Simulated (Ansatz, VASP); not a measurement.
# One calculation of AlRu, two programs

```xyz
8
Lattice="-2.9764 2.9764 2.9764 2.9764 -2.9764 2.9764 2.9764 2.9764 -2.9764" Properties=species:S:1:pos:R:3 pbc="T T T"
Al    0.0000    0.0000    2.9764
Al    0.0000    0.0000    0.0000
Al    2.9764    0.0000    0.0000
Al    0.0000    2.9764    0.0000
Ru    1.4882    1.4882    1.4882
Ru    1.4882    1.4882   -1.4882
Ru    1.4882   -1.4882    1.4882
Ru   -1.4882    1.4882    1.4882
```

Alike in both runs: task single point; functional PBEsol; k mesh 14 × 14 × 14; occupations gaussian, width 0.15 eV; no spin polarisation.

|  | VASP | Ansatz |
| --- | --- | --- |
| version | VASP 6.6.1 | Ansatz 0.2.0 |
| potentials or method | VASP PAW PBE potentials, release 64 (Al, Ru_pv), cutoff 520 eV | scalar-relativistic, plane waves, PAW |
| valence electrons in the cell | 68 | 76 |

|  | VASP | Ansatz | Ansatz less VASP |
| --- | --- | --- | --- |
| gap on the k mesh at the Fermi level (eV) | none | none | - |
| pressure (GPa) | 0.0 | 0.0 | -0.07 |

VASP's potentials were made for PBE, not for PBEsol. A gap of «none» marks a metal or a gap that the smearing closes. The functional is the same, so the differences come from potentials, cutoffs and numerics. VASP's potentials hold 68 valence electrons a cell and Ansatz's 76, so a difference there can come from the potentials and not from the codes.
